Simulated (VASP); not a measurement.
# Rh (R-3m) in VASP: single point with r2SCAN

Aim: the single point of Rh with r2SCAN.

Program: VASP 6.6.1. These are calculated values, not measurements. Logs are shortened: lines on timing, memory, paths and dates and some standing lists are left out, and cuts for length are marked.

### Step 1. The cell of the first run

The typed cell holds 1 atom: a = 2.512 Å, b = 2.512 Å, c = 2.512 Å, α = 90.02°, β = 90.02°, γ = 90.02°.

This isn't the form of Rh at room conditions, which is fcc.

### Step 2. Single point, r2SCAN

POSCAR

```
Rh
1.0
    1.7767530757      1.0258088665      1.4498986066
   -1.7767530757      1.0258088665      1.4498986066
    0.0000000000     -2.0516177331      1.4498986066
Rh
1
Direct
    0.5000000000      0.5000000000      0.5000000000
```

INCAR.step1

```
ALGO = Normal
EDIFF = 1E-4
ENCUT = 520
GGA = PE
ISMEAR = 0
LASPH = T
LCHARG = F
LREAL = F
LWAVE = T
NBANDS = 14
NELM = 80
PREC = Accurate
SIGMA = 0.1
```

INCAR.step2

```
ALGO = Normal
EDIFF = 1E-6
ENCUT = 520
ISIF = 2
ISMEAR = 0
ISTART = 1
LASPH = T
LCHARG = T
LELF = T
LMIXTAU = T
LREAL = F
LVHAR = T
LWAVE = F
METAGGA = R2SCAN
NBANDS = 14
NELM = 80
PREC = Accurate
SIGMA = 0.1
```

KPOINTS

```
k-points
0
Gamma
  21 21 21
```

Potentials or basis: VASP PAW PBE potentials, release 64 (Rh_pv).

Command:

```
$ cat potpaw_PBE.64/Rh_pv/POTCAR > POTCAR
$ cp INCAR.step1 INCAR
$ mpirun -np 1 vasp_std > vasp.out
$ cp INCAR.step2 INCAR
$ mpirun -np 1 vasp_std > vasp.out
```

OUTCAR:

```text
EDIFF = 1E-6
   ENCUT = 520
   ISIF = 2
   ISMEAR = 0
   ISTART = 1
   LASPH = T
   LREAL = F
   METAGGA = R2SCAN
   NELM = 80
   PREC = Accurate

 ion  position               nearest neighbor table
   1  0.500  0.500  0.500-

  LATTYP: Found a trigonal (rhomboedric) cell.
 ALAT       =     2.5122383032
 COS(alpha) =    -0.0003741981

  Lattice vectors:

 A1 = (   1.7767530757,   1.0258088665,   1.4498986066)
 A2 = (  -1.7767530757,   1.0258088665,   1.4498986066)
 A3 = (   0.0000000000,  -2.0516177331,   1.4498986066)

Analysis of symmetry for initial positions (statically):
=====================================================================
 Subroutine PRICEL returns:
 Original cell was already a primitive cell.

 Routine SETGRP: Setting up the symmetry group for a
 trigonal (rhombohedral) supercell.

 Subroutine GETGRP returns: Found 12 space group operations
 (whereof 12 operations were pure point group operations)
 out of a pool of 12 trial point group operations.

The static configuration has the point symmetry D_3d.

Analysis of symmetry for dynamics (positions and initial velocities):
=====================================================================
 Subroutine PRICEL returns:
 Original cell was already a primitive cell.

 Routine SETGRP: Setting up the symmetry group for a
 trigonal (rhombohedral) supercell.

 Subroutine GETGRP returns: Found 12 space group operations
 (whereof 12 operations were pure point group operations)
 out of a pool of 12 trial point group operations.

The dynamic configuration has the point symmetry D_3d.

 Subroutine INISYM returns: Found 12 space group operations
 (whereof 12 operations are pure point group operations),
 and found     1 'primitive' translations

----------------------------------------------------------------------------------------

                                     Primitive cell

  volume of cell :      15.8556

  direct lattice vectors                    reciprocal lattice vectors
     1.776753076  1.025808867  1.449898607     0.281412205  0.162473412  0.229901134
    -1.776753076  1.025808867  1.449898607    -0.281412205  0.162473412  0.229901134
     0.000000000 -2.051617733  1.449898607     0.000000000 -0.324946824  0.229901134

  length of vectors
     2.512238303  2.512238303  2.512238303     0.398051466  0.398051466  0.398051466

  position of ions in fractional coordinates (direct lattice)
     0.500000000  0.500000000  0.500000000

  ion indices of the primitive-cell ions
   primitive index   ion index
                 1           1

----------------------------------------------------------------------------------------

 KPOINTS: k-points

Automatic generation of k-mesh.
 Grid dimensions read from file:
 generate k-points for:   21   21   21

 Generating k-lattice:

  Cartesian coordinates                     Fractional coordinates (reciprocal lattice)
     0.013400581  0.007736829  0.010947673     0.047619048 -0.000000000  0.000000000
    -0.013400581  0.007736829  0.010947673    -0.000000000  0.047619048  0.000000000
     0.000000000 -0.015473658  0.010947673     0.000000000  0.000000000  0.047619048

  Length of vectors
     0.018954832  0.018954832  0.018954832

  Shift w.r.t. Gamma in fractional coordinates (k-lattice)
     0.000000000  0.000000000  0.000000000

 Subroutine IBZKPT returns following result:
 ===========================================

 Found    891 irreducible k-points:

 Following reciprocal coordinates:
            Coordinates               Weight
  0.000000  0.000000  0.000000      1.000000
  0.047619 -0.000000  0.000000      6.000000
  0.095238  0.000000  0.000000      6.000000
  0.142857  0.000000  0.000000      6.000000
  0.190476  0.000000  0.000000      6.000000
  0.238095 -0.000000  0.000000      6.000000
[... 16 lines left out ...]
 -0.428571  0.047619 -0.000000     12.000000
 -0.380952  0.047619 -0.000000     12.000000
 [... further k-points ...]
   k-points           NKPTS =    891   k-points in BZ     NKDIM =    891   number of bands    NBANDS=     14
   number of dos      NEDOS =    301   number of ions     NIONS =      1
   total plane-waves  NPLWV =   8000
   dimension x,y,z NGX =    20 NGY =   20 NGZ =   20
   dimension x,y,z NGXF=    40 NGYF=   40 NGZF=   40
   ions per type =               1
   NGX,Y,Z   is equivalent  to a cutoff of  13.23, 13.23, 13.23 a.u.
   NGXF,Y,Z  is equivalent  to a cutoff of  26.47, 26.47, 26.47 a.u.
 SYSTEM =  unknown system
   PREC   = accura    normal or accurate (medium, high low for compatibility)
   ISTART =      1    job   : 0-new  1-cont  2-samecut
   ICHARG =      0    charge: 1-file 2-atom 10-const
   ISPIN  =      1    spin polarized calculation?
   LNONCOLLINEAR =      F non collinear calculations
   LSORBIT =      F    spin-orbit coupling
   LASPH  =      T    aspherical Exc in radial PAW
   ENCUT  =  520.0 eV  38.22 Ry    6.18 a.u.   4.67  4.67  4.67*2*pi/ulx,y,z
   NELM   =     80;   NELMIN=  2; NELMDL=  0     # of ELM steps
   EDIFF  = 0.1E-05   stopping-criterion for ELM
   LREAL  =      F    real-space projection
   EDIFFG = 0.1E-04   stopping-criterion for IOM
   NSW    =      0    number of steps for IOM
   IBRION =     -1    ionic relax: 0-MD 1-quasi-New 2-CG
   NFREE  =      0    steps in history (QN), initial steepest desc. (CG)
   ISIF   =      2    stress and relaxation
   ISYM   =      2    0-nonsym 1-usesym 2-fastsym
   POTIM  = 0.5000    time-step for ionic-motion
   TEBEG  =    0.0;   TEEND  =   0.0 temperature during run
   PSTRESS=    0.0 pullay stress
   NELECT =      15.0000    total number of electrons
   NUPDOWN=      -1.0000    fix difference up-down
   EMIN   =  10.00;   EMAX   =-10.00  energy-range for DOS
   EFERMI =   0.00;   METHOD = LEGACY
   ISMEAR =     0;   SIGMA  =   0.10  broadening in eV -4-tet -1-fermi 0-gaus
   EFERMI_NEDOS =   21; number of points for ismear=-14 and -15
   IALGO  =     38    algorithm
   IMIX   =      4    mixing-type and parameters
     AMIX     =   0.40;   BMIX     =  1.00
     AMIX_MAG =   1.60;   BMIX_MAG =  1.00
  volume/ion in A,a.u.               =      15.86       107.00
  Fermi-wavevector in a.u.,A,eV,Ry     =   1.607106  3.036989 35.140975  2.582789
  Thomas-Fermi vector in A             =   2.703187
   LORBIT       =      0    0 simple, 1 ext, 2 COOP (PROOUT), +10 PAW based schemes
   METAGGA = R2SCAN    functional components
   LHFCALC =     F    Hartree Fock is set to
   AEXX    =    0.0000 exact exchange contribution
   IVDW    =     0    specifies the selected vdW correction
   LEPSILON=     F    determine dielectric tensor
   LRPA    =     F    only Hartree local field effects (RPA)
 non-spin polarized calculation
 Gauss-broadening in eV      SIGMA  =   0.10
  energy-cutoff  :      520.00
  volume of cell :       15.86
 maximum number of plane-waves:       449
   NGX =  9   NGY =  9   NGZ =  9

 number of electron      14.9999993 magnetization

 Free energy of the ion-electron system (eV)
  ---------------------------------------------------
  ext. energy  EPLUGINS =         0.00000000
  ---------------------------------------------------
  free energy    TOTEN  =       -23.34573439 eV

  energy without entropy =      -23.33753347  energy(sigma->0) =      -23.34163393

 E-fermi :   9.5044     XC(G=0): -13.8539

 val. band max:        9.4974347932   @ k =  -0.2381   0.1429   0.1429
 cond. band min:       9.5078097682   @ k =   0.1905   0.0952   0.0000
 fundamental gap:      0.0103749750
 Fermi energy:         9.5044413553

 k-point     1 :       0.0000    0.0000    0.0000
  band No.  band energies     occupation
      1     -37.9163      2.00000
      2     -37.9162      2.00000
      3     -37.9162      2.00000
      4       2.5312      2.00000
      5       4.0230      2.00000
      6       4.0230      2.00000
      7      10.3000      0.00000
      8      10.3007      0.00000
      9      10.3007      0.00000
     10      27.2936      0.00000
     11      27.2936      0.00000
     12      27.3005      0.00000
     13      27.6818      0.00000
     14      34.9962      0.00000

 k-point     2 :       0.0476   -0.0000    0.0000
  band No.  band energies     occupation
      1     -37.9352      2.00000
      2     -37.9147      2.00000
      3     -37.9147      2.00000
      4       2.6013      2.00000
      5       4.0368      2.00000
      6       4.0879      2.00000
      7      10.2392      0.00000
      8      10.2397      0.00000
      9      10.3052      0.00000
     10      26.8011      0.00000
     11      27.4160      0.00000
     12      27.4208      0.00000
     13      27.6819      0.00000
     14      34.6490      0.00000

 k-point     3 :       0.0952    0.0000    0.0000
  band No.  band energies     occupation
      1     -37.9900      2.00000
      2     -37.9102      2.00000
      3     -37.9101      2.00000
      4       2.7984      2.00000
      5       4.0772      2.00000
      6       4.2902      2.00000
      7      10.0654      0.00000
      8      10.0660      0.00000
      9      10.3190      0.00000
     10      25.6218      0.00000
     11      27.6822      0.00000
     12      27.7724      0.00000
     13      27.7775      0.00000
     14      33.8102      0.00000
[... 324 lines left out ...]
 k-point    23 :      -0.4286    0.0476   -0.0000
  band No.  band energies     occupation
      1     -38.6933      2.00000
      2     -37.8668      2.00000
      3     -37.8471      2.00000
      4       4.6984      2.00000
      5       4.9203      2.00000
      6       7.7804      2.00000
      7       8.1390      2.00000
      8       9.5434      0.58154
      9      10.4531      0.00000
     10      16.7599      0.00000
     11      27.6831      0.00000
     12      28.1335      0.00000
     13      31.9031      0.00000
     14      33.4761      0.00000

 k-point    24 :      -0.3810    0.0476   -0.0000
  band No.  band energies     occupation
      1     -38.6268      2.00000
      2     -37.8729      2.00000
      3     -37.8531      2.00000
      4       4.6270      2.00000
      5       4.7357      2.00000
      6       7.8040      2.00000
      7       8.3030      2.00000
      8       8.9371      2.00000
      9      10.4340      0.00000
     10      17.6085      0.00000
     11      27.6829      0.00000
     12      28.4943      0.00000
     13      31.6879      0.00000
     14      32.8156      0.00000

 [... further k-points ...]

------------------------ aborting loop because EDIFF is reached ----------------------------------------

  FORCE on cell =-STRESS in cart. coord.  units (eV):
  Direction    XX          YY          ZZ          XY          YZ          ZX
  --------------------------------------------------------------------------------------
  -------------------------------------------------------------------------------------
  Total        0.0972308      0.0972308      0.0993928     -0.0000000     -0.0000000     -0.0000000
  in kB        9.8249850      9.8249850     10.0434582     -0.0000000     -0.0000000     -0.0000000
  external PRESSURE =       9.8978094 kB  Pullay stress =       0.0000000 kB

 VOLUME and BASIS-vectors are now :
 -----------------------------------------------------------------------------
  energy-cutoff  :      520.00
  volume of cell :       15.86
      direct lattice vectors                 reciprocal lattice vectors
     1.776753076  1.025808867  1.449898607     0.281412205  0.162473412  0.229901134
    -1.776753076  1.025808867  1.449898607    -0.281412205  0.162473412  0.229901134
     0.000000000 -2.051617733  1.449898607     0.000000000 -0.324946824  0.229901134

 POSITION                                       TOTAL-FORCE (eV/Angst)
 -----------------------------------------------------------------------------------
      0.00000     -0.00000      2.17485         0.000000     -0.000000     -0.000000
 -----------------------------------------------------------------------------------
    total drift:                               -0.000000      0.000000      0.000000

  FREE ENERGIE OF THE ION-ELECTRON SYSTEM (eV)
  ---------------------------------------------------
  free  energy   TOTEN  =       -23.3457343851 eV

  energy  without entropy=      -23.3375334694  energy(sigma->0) =      -23.34163393
```

It took 4.9 min on 1 thread of Intel Xeon Platinum 8488C (Sapphire Rapids), shared host; peak memory 0.28 GiB.

Results:

```
Free energy            : -23.3457 eV
Pressure               : 1.0 GPa
Band gap on the k mesh : zero (an odd number of electrons rules out a gap without spin polarisation)
```

Levels at points of the mesh, in eV from the Fermi level:
```
           k point  band 4  band 5  band 6  band 7  band 8  band 9  band 10  band 11  band 12  band 13
(0.00, 0.00, 0.00)   -6.97   -5.48   -5.48    0.80    0.80    0.80    17.79    17.79    17.80    18.18
```

Caveat: the PAW data sets were made with another functional, which shifts forces and pressure a little.
